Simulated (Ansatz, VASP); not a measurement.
**Ba in VASP and in Ansatz**

```xyz
1
Lattice="-2.5000 2.5000 2.5000 2.5000 -2.5000 2.5000 2.5000 2.5000 -2.5000" Properties=species:S:1:pos:R:3 pbc="T T T"
Ba    0.0000    0.0000    0.0000
```

Alike in both runs: task single point; functional LDA; k mesh 10 × 10 × 10; occupations fermi-dirac, width 0.05 eV; no spin polarisation.

```csv
,VASP,Ansatz
version,VASP 6.6.1,Ansatz 0.2.0
potentials or method,"VASP PAW LDA potentials, release 64 (Ba_sv), cutoff 520 eV","all-electron LAPW, scalar-relativistic"
```

```tsv
	VASP	Ansatz	Ansatz less VASP
pressure (GPa)	-1.2	-1.2	-0.07
```

LDA's correlation is that of Perdew and Zunger in VASP and of Perdew and Wang (1992) in Ansatz. Ansatz ran all-electron here, and VASP with PAW potentials.

Spin-orbit coupling is off throughout.
